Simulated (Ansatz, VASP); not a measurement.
## GaN in VASP and in Ansatz

```xyz
2
Lattice="0.0000 1.9965 1.9965 1.9965 0.0000 1.9965 1.9965 1.9965 0.0000" Properties=species:S:1:pos:R:3 pbc="T T T"
Ga    0.0000    0.0000    0.0000
N     0.9983    0.9983    0.9983
```

Change from the starting cell: volume scaled by 0.72, PAW files.

Alike in both runs: task single point; functional LDA; k mesh 17 × 17 × 17; occupations fermi-dirac, width 0.05 eV; no spin polarisation.

```csv
,VASP,Ansatz
version,VASP 6.6.1,Ansatz 0.2.0
potentials or method,"VASP PAW LDA potentials, release 64 (Ga_d, N)","PAW with Ansatz's default frozen-core files, scalar-relativistic"
plane-wave cutoff (eV),520,420
valence electrons in the cell,18,18
```

Ansatz gave:

- gap on the k mesh at the Fermi level (eV): 3.36
- pressure (GPa): 134.2

Q: Estimate VASP's values.

A: gap on the k mesh at the Fermi level (eV): 3.34; pressure (GPa): 137.6.

LDA's correlation is that of Perdew and Zunger in VASP and of Perdew and Wang (1992) in Ansatz. Both programs put the cell under a high pressure, so it lies far from rest at this level.

Noted on VASP's run: the cell as given lies far from equilibrium.
